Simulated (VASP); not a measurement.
# Co (P6_3/mmc) in VASP: a series of runs, part 2 of 2

VASP 6.6.1.

## Step 3: Single point, LDA, collinear spin, ferromagnetic start

INCAR reads:

```
SYSTEM = Co
ALGO     = Normal         ! electronic algorithm
EDIFF    = 1E-6           ! SCF threshold, eV
ENCUT    = 520            ! plane-wave cutoff, eV
GGA      = CA             ! functional
ISIF     = 2              ! what is computed and relaxed
ISMEAR   = 1              ! smearing method
ISPIN    = 2              ! spin polarisation
LASPH    = .True.         ! aspherical terms in the spheres
LCHARG   = .False.        ! write CHGCAR
LMAXMIX  = 4              ! l up to which the mixer works
LORBIT   = 11             ! projections on sites
LREAL    = .False.        ! projectors in reciprocal space
LWAVE    = .False.        ! write WAVECAR
MAGMOM   = 1.558 1.558    ! initial moments
NBANDS   = 20             ! bands
NELM     = 150            ! most SCF steps
PREC     = Accurate       ! precision mode
SIGMA    = 0.03           ! smearing width, eV
```

KPOINTS reads:

```
k-points
0
Gamma
  15 15 8
  0 0 0
```

POSCAR reads:

```
Co
1.0
    2.4273810165      0.0000000000      0.0000000000
   -1.2136905082      2.1021736250      0.0000000000
    0.0000000000      0.0000000000      3.9230481332
Co
2
Direct
    0.3333333333      0.6666666667      0.2500000000
    0.6666666667      0.3333333333      0.7500000000
```

Potentials or basis: VASP PAW LDA potentials, release 64 (Co).

On the command line:

```console
$ cat potpaw_LDA.64/Co/POTCAR > POTCAR
$ mpirun -np 1 vasp_std > vasp.out
```

OUTCAR:

```text
SYSTEM = Co
   EDIFF = 1E-6
   ENCUT = 520
   GGA = CA
   ISIF = 2
   ISMEAR = 1
   ISPIN = 2
   LASPH = .True.
   LORBIT = 11
   LREAL = .False.
   NELM = 150
   PREC = Accurate

 ion  position               nearest neighbor table
   1  0.333  0.667  0.250-   2 2.41   2 2.41   2 2.41   2 2.41   2 2.41   2 2.41
   2  0.667  0.333  0.750-   1 2.41   1 2.41   1 2.41   1 2.41   1 2.41   1 2.41

  LATTYP: Found a hexagonal cell.
 ALAT       =     2.4273810165
 C/A-ratio  =     1.6161649558

  Lattice vectors:

 A1 = (   2.4273810165,   0.0000000000,   0.0000000000)
 A2 = (  -1.2136905082,   2.1021736250,   0.0000000000)
 A3 = (   0.0000000000,   0.0000000000,   3.9230481332)

Analysis of symmetry for initial positions (statically):
=====================================================================
 Subroutine PRICEL returns:
 Original cell was already a primitive cell.

 Routine SETGRP: Setting up the symmetry group for a
 hexagonal supercell.

 Subroutine GETGRP returns: Found 24 space group operations
 (whereof 12 operations were pure point group operations)
 out of a pool of 24 trial point group operations.

The static configuration has the point symmetry D_3d.
 The point group associated with its full space group is D_6h.

Analysis of symmetry for dynamics (positions and initial velocities):
=====================================================================
 Subroutine PRICEL returns:
 Original cell was already a primitive cell.

 Routine SETGRP: Setting up the symmetry group for a
 hexagonal supercell.

 Subroutine GETGRP returns: Found 24 space group operations
 (whereof 12 operations were pure point group operations)
 out of a pool of 24 trial point group operations.

The dynamic configuration has the point symmetry D_3d.
 The point group associated with its full space group is D_6h.

Analysis of structural, dynamic, and magnetic symmetry:
=====================================================================
 Subroutine PRICEL returns:
 Original cell was already a primitive cell.

 Routine SETGRP: Setting up the symmetry group for a
[... 152 lines left out ...]
  free energy    TOTEN  =       -16.24847435 eV

  energy without entropy =      -16.24852519  energy(sigma->0) =      -16.24849130

 E-fermi :  11.1098     XC(G=0): -14.2174

 val. band max:       11.1035442264   @ k =   0.2000   0.2000   0.0000
 cond. band min:      11.1120794781   @ k =   0.1333   0.1333   0.1250
 fundamental gap:      0.0085352517
 Fermi energy:        11.1097502049

 spin component 1

 k-point     1 :       0.0000    0.0000    0.0000
  band No.  band energies     occupation
      1       1.7214      1.00000
      2       5.6485      1.00000
      3       8.5125      1.00000
      4       8.5407      1.00000
      5       8.5408      1.00000
      6       8.9052      1.00000
[... 541 lines left out ...]
     19      31.7032      0.00000
     20      41.4271      0.00000

 [... further k-points ...]

 spin component 2

 k-point     1 :       0.0000    0.0000    0.0000
  band No.  band energies     occupation
      1       1.9116      1.00000
      2       6.5250      1.00000
      3       9.9040      1.00000
      4       9.9206      1.00000
      5       9.9206      1.00000
      6      10.3304      1.00000
[... 541 lines left out ...]
     19      32.1222      0.00000
     20      41.8687      0.00000

 [... further k-points ...]

------------------------ aborting loop because EDIFF is reached ----------------------------------------

  FORCE on cell =-STRESS in cart. coord.  units (eV):
  Direction    XX          YY          ZZ          XY          YZ          ZX
  --------------------------------------------------------------------------------------
  -------------------------------------------------------------------------------------
  Total       -0.0571317     -0.0571317     -0.2102117     -0.0000000     -0.0000000      0.0000000
  in kB       -4.5725402     -4.5725402    -16.8243090     -0.0000000     -0.0000000      0.0000000
  external PRESSURE =      -8.6564631 kB  Pullay stress =       0.0000000 kB

 VOLUME and BASIS-vectors are now :
 -----------------------------------------------------------------------------
  energy-cutoff  :      520.00
  volume of cell :       20.02
      direct lattice vectors                 reciprocal lattice vectors
     2.427381017  0.000000000  0.000000000     0.411966639  0.237849050  0.000000000
    -1.213690508  2.102173625  0.000000000     0.000000000  0.475698100  0.000000000
     0.000000000  0.000000000  3.923048133     0.000000000  0.000000000  0.254903831

 POSITION                                       TOTAL-FORCE (eV/Angst)
 -----------------------------------------------------------------------------------
     -0.00000      1.40145      0.98076        -0.000000      0.000000      0.000000
      1.21369      0.70072      2.94229         0.000000     -0.000000      0.000000
 -----------------------------------------------------------------------------------
    total drift:                                0.000000      0.000000     -0.000000

  FREE ENERGIE OF THE ION-ELECTRON SYSTEM (eV)
  ---------------------------------------------------
  free  energy   TOTEN  =       -16.2484743523 eV

  energy  without entropy=      -16.2485251941  energy(sigma->0) =      -16.24849130

 total charge

# of ion       s       p       d       tot
------------------------------------------
    1        0.523   0.590   7.337   8.450
    2        0.523   0.590   7.337   8.450
--------------------------------------------------
tot          1.047   1.180  14.673  16.901

 magnetization (x)

# of ion       s       p       d       tot
------------------------------------------
    1       -0.013  -0.039   1.552   1.501
    2       -0.013  -0.039   1.552   1.501
--------------------------------------------------
tot         -0.026  -0.077   3.105   3.001
```

OSZICAR:

```text
N       E                     dE             d eps       ncg     rms          rms(c)
DAV:   1     0.819018154224E+02    0.81902E+02   -0.78862E+03 11600   0.123E+03
DAV:   2    -0.139559141738E+02   -0.95858E+02   -0.86187E+02 10948   0.219E+02
DAV:   3    -0.185786381281E+02   -0.46227E+01   -0.44236E+01 12196   0.577E+01
DAV:   4    -0.186499821169E+02   -0.71344E-01   -0.71283E-01 13216   0.630E+00
DAV:   5    -0.186520265995E+02   -0.20445E-02   -0.20443E-02 12748   0.101E+00    0.164E+01
DAV:   6    -0.166459090507E+02    0.20061E+01   -0.71203E+00 12332   0.579E+01    0.781E+00
DAV:   7    -0.162891468000E+02    0.35676E+00   -0.11223E+00 12840   0.206E+01    0.401E+00
DAV:   8    -0.162652627736E+02    0.23884E-01   -0.12976E-02 14812   0.102E+00    0.209E+00
DAV:   9    -0.162481385746E+02    0.17124E-01   -0.20516E-03 19084   0.729E-01    0.683E-01
DAV:  10    -0.162484399621E+02   -0.30139E-03   -0.29871E-04 14332   0.235E-01    0.381E-01
DAV:  11    -0.162484598609E+02   -0.19899E-04   -0.12369E-04 14532   0.215E-01    0.109E-01
DAV:  12    -0.162484771627E+02   -0.17302E-04   -0.22942E-05 14280   0.708E-02    0.256E-02
DAV:  13    -0.162484724683E+02    0.46944E-05   -0.26561E-06 11024   0.183E-02    0.219E-02
DAV:  14    -0.162484742919E+02   -0.18236E-05   -0.12136E-06  7364   0.139E-02    0.568E-03
DAV:  15    -0.162484743523E+02   -0.60412E-07   -0.53583E-08  5576   0.213E-03
   1 F= -.16248474E+02 E0= -.16248491E+02  d E =0.508418E-04  mag=     3.0158
```

stdout:

```text
POSCAR found type information on POSCAR Co
 POSCAR found :  1 types and       2 ions
 scaLAPACK will be used
 LDA part: xc-table for (Slater(with rela. corr.)+CA(PZ))
 , standard interpolation
 POSCAR, INCAR and KPOINTS ok, starting setup
 FFT: planning ... GRIDC
 FFT: planning ... GRID_SOFT
 FFT: planning ... GRID
 WAVECAR not read
 entering main loop
```

It took 61 s on 1 thread of Intel Xeon Platinum 8488C (Sapphire Rapids), shared host; peak memory 0.18 GiB.

What came out:

| Item | Value |
| --- | --- |
| Free energy | -16.2485 eV |
| Pressure | -0.9 GPa |
| Net moment | 3.02 μB per cell |
| Site moments | Co +1.50 μB |
| Valence electrons inside the program's atomic spheres | Co 8.45 |

Stress tensor (GPa, compression positive):
```
-0.46  0.00  0.00
 0.00 -0.46  0.00
 0.00  0.00 -1.68
```

Levels at points of the mesh, in eV from the Fermi level:
Spin up:
```csv
k point,band 8,band 9,band 10,band 11,band 12,band 13
"(0.00, 0.00, 0.00)",-1.80,-1.80,-0.53,-0.53,-0.11,7.19
"(0.00, 0.00, 0.50)",-2.65,-0.89,-0.89,-0.89,-0.89,16.01
```
Spin down:
| k point | band 4 | band 5 | band 6 | band 7 | band 8 | band 9 | band 10 | band 11 |
| --- | --- | --- | --- | --- | --- | --- | --- | --- |
| (0.00, 0.00, 0.00) | -1.19 | -1.19 | -0.78 | -0.78 | -0.32 | -0.32 | 0.07 | 1.05 |
| (0.00, 0.00, 0.50) | -1.77 | -1.26 | -1.26 | -1.26 | -1.26 | 0.67 | 0.67 | 0.67 |

## Step 4: Single point, LDA, collinear spin, ferromagnetic start

INCAR reads:

```
PREC     = Accurate       # precision mode
ENCUT    = 520            # plane-wave cutoff, eV
EDIFF    = 1E-6           # SCF threshold, eV
ISMEAR   = 1              # smearing method
SIGMA    = 0.1            # smearing width, eV
LREAL    = F              # projectors in reciprocal space
LASPH    = T              # aspherical terms in the spheres
NELM     = 150            # most SCF steps
ALGO     = Normal         # electronic algorithm
ISIF     = 2              # what is computed and relaxed
LWAVE    = F              # write WAVECAR
LCHARG   = F              # write CHGCAR
ISPIN    = 2              # spin polarisation
MAGMOM   = 1.558 1.558    # initial moments
LORBIT   = 11             # projections on sites
LMAXMIX  = 4              # l up to which the mixer works
GGA      = CA             # functional
NBANDS   = 20             # bands
```

KPOINTS reads:

```
regular mesh
0
Gamma
  15 15 8
```

POSCAR is that of step 3.

On the command line:

```console
$ cat potpaw_LDA.64/Co/POTCAR > POTCAR
$ mpirun -np 1 vasp_std > vasp.out
```

It took 58 s on 1 thread of Intel Xeon Platinum 8488C (Sapphire Rapids), shared host; peak memory 0.18 GiB.

The run converged. Its results:

```
Free energy                                           : -16.2489 eV
Pressure                                              : -1.0 GPa
Net moment                                            : 3.00 μB per cell
Site moments                                          : Co +1.49 μB
Valence electrons inside the program's atomic spheres : Co 8.45
```

Stress tensor (GPa, compression positive):
```
-0.68  0.00  0.00
 0.00 -0.68  0.00
 0.00  0.00 -1.68
```

Levels at points of the mesh, in eV from the Fermi level:
Spin up:
| k point | band 8 | band 9 | band 10 | band 11 | band 12 | band 13 |
| --- | --- | --- | --- | --- | --- | --- |
| (0.00, 0.00, 0.00) | -1.79 | -1.79 | -0.52 | -0.52 | -0.10 | 7.20 |
| (0.00, 0.00, 0.50) | -2.63 | -0.87 | -0.87 | -0.87 | -0.87 | 16.01 |
Spin down:
```tsv
k point	band 5	band 6	band 7	band 8	band 9	band 10
(0.00, 0.00, 0.00)	-1.19	-0.78	-0.78	-0.31	-0.31	0.08
(0.00, 0.00, 0.50)	-1.26	-1.26	-1.26	-1.26	0.68	0.68
```

## Step 5: Single point, LDA, collinear spin, ferromagnetic start

INCAR reads:

```
SYSTEM = Co
  PREC = Accurate
  ENCUT = 520
  EDIFF = 1E-7
  ISMEAR = 1
  SIGMA = 0.3
  LREAL = .FALSE.
  LASPH = .TRUE.
  NELM = 150
  ALGO = Normal
  ISIF = 2
  LWAVE = .FALSE.
  LCHARG = .FALSE.
  ISPIN = 2
  MAGMOM = 1.558 1.558
  LORBIT = 11
  LMAXMIX = 4
  GGA = CA
  NBANDS = 20
```

KPOINTS reads:

```
regular mesh
0
G
  15 15 8
  0 0 0
```

POSCAR is that of step 4.

Potentials or basis: VASP PAW LDA potentials, release 64 (Co).

On the command line:

```console
$ cat potpaw_LDA.64/Co/POTCAR > POTCAR
$ mpirun -np 1 vasp_std > vasp.out
```

OUTCAR:

```text
SYSTEM = Co
   PREC = Accurate
   ENCUT = 520
   EDIFF = 1E-7
   ISMEAR = 1
   LREAL = .FALSE.
   LASPH = .TRUE.
   NELM = 150
   ISIF = 2
   ISPIN = 2
   LORBIT = 11
   GGA = CA

 ion  position               nearest neighbor table
   1  0.333  0.667  0.250-   2 2.41   2 2.41   2 2.41   2 2.41   2 2.41   2 2.41
   2  0.667  0.333  0.750-   1 2.41   1 2.41   1 2.41   1 2.41   1 2.41   1 2.41

  LATTYP: Found a hexagonal cell.
 ALAT       =     2.4273810165
 C/A-ratio  =     1.6161649558

  Lattice vectors:

 A1 = (   2.4273810165,   0.0000000000,   0.0000000000)
 A2 = (  -1.2136905082,   2.1021736250,   0.0000000000)
 A3 = (   0.0000000000,   0.0000000000,   3.9230481332)

Analysis of symmetry for initial positions (statically):
=====================================================================
 Subroutine PRICEL returns:
 Original cell was already a primitive cell.

 Routine SETGRP: Setting up the symmetry group for a
 hexagonal supercell.

 Subroutine GETGRP returns: Found 24 space group operations
 (whereof 12 operations were pure point group operations)
 out of a pool of 24 trial point group operations.

The static configuration has the point symmetry D_3d.
[... 746 lines left out ...]
      1       1.9125      1.00000
      2       6.5300      1.00000
      3       9.9130      1.00000
      4       9.9293      1.00000
      5       9.9293      1.00000
      6      10.3395      1.00134
[... 541 lines left out ...]
     19      32.1243      0.00000
     20      41.8713      0.00000

 [... further k-points ...]
[... 5 lines left out ...]
  --------------------------------------------------------------------------------------
  -------------------------------------------------------------------------------------
  Total       -0.0675238     -0.0675238     -0.1722100     -0.0000000      0.0000000      0.0000000
  in kB       -5.4042756     -5.4042756    -13.7828439     -0.0000000      0.0000000      0.0000000
  external PRESSURE =      -8.1971317 kB  Pullay stress =       0.0000000 kB

 VOLUME and BASIS-vectors are now :
 -----------------------------------------------------------------------------
  energy-cutoff  :      520.00
  volume of cell :       20.02
      direct lattice vectors                 reciprocal lattice vectors
     2.427381017  0.000000000  0.000000000     0.411966639  0.237849050  0.000000000
    -1.213690508  2.102173625  0.000000000     0.000000000  0.475698100  0.000000000
     0.000000000  0.000000000  3.923048133     0.000000000  0.000000000  0.254903831

 POSITION                                       TOTAL-FORCE (eV/Angst)
 -----------------------------------------------------------------------------------
     -0.00000      1.40145      0.98076        -0.000000      0.000000      0.000000
      1.21369      0.70072      2.94229         0.000000     -0.000000      0.000000
 -----------------------------------------------------------------------------------
    total drift:                                0.000000      0.000000     -0.000000

  FREE ENERGIE OF THE ION-ELECTRON SYSTEM (eV)
  ---------------------------------------------------
  free  energy   TOTEN  =       -16.2420503679 eV

  energy  without entropy=      -16.2601434255  energy(sigma->0) =      -16.24808139

 total charge

# of ion       s       p       d       tot
------------------------------------------
    1        0.523   0.589   7.339   8.451
    2        0.523   0.589   7.339   8.451
--------------------------------------------------
tot          1.046   1.178  14.677  16.902

 magnetization (x)

# of ion       s       p       d       tot
------------------------------------------
    1       -0.013  -0.038   1.561   1.509
    2       -0.013  -0.038   1.561   1.509
--------------------------------------------------
tot         -0.027  -0.077   3.121   3.017
```

stdout:

```text
POSCAR found type information on POSCAR Co
 POSCAR found :  1 types and       2 ions
 scaLAPACK will be used
 LDA part: xc-table for (Slater(with rela. corr.)+CA(PZ))
 , standard interpolation
 POSCAR, INCAR and KPOINTS ok, starting setup
 FFT: planning ... GRIDC
 FFT: planning ... GRID_SOFT
 FFT: planning ... GRID
 WAVECAR not read
 entering main loop
```

Run time: 64 s. Hardware: 1 thread of Intel Xeon Platinum 8488C (Sapphire Rapids), shared host; peak memory 0.18 GiB.

What came out:

```
Free energy                                           : -16.2421 eV
Pressure                                              : -0.8 GPa
Net moment                                            : 3.03 μB per cell
Site moments                                          : Co +1.51 μB
Valence electrons inside the program's atomic spheres : Co 8.45
```

Stress tensor (GPa, compression positive):
```
-0.54  0.00  0.00
 0.00 -0.54  0.00
 0.00  0.00 -1.38
```

Caveat: so wide a smearing shifts energies and pressures.

## Step 6: Summary

```tsv
smearing	gap on the mesh (eV)	pressure (GPa)	moment (μB)
methfessel-paxton 1 eV	none	-8.0	1.78
methfessel-paxton 0.03 eV	none	-0.9	3.02
methfessel-paxton 0.1 eV	none	-1.0	3.00
methfessel-paxton 0.3 eV	none	-0.8	3.03
```

Alike in all rows: task single point; level LDA; potentials or basis VASP PAW LDA potentials, release 64 (Co); spin collinear, ferromagnetic start; cell as given; k mesh 15 × 15 × 8; cutoff (eV) 520.

Caveats: so wide a smearing shifts energies and pressures (at least some runs); the cell stands under tension (at least some runs).

Absolute energies hang on the potentials; compare differences alone.
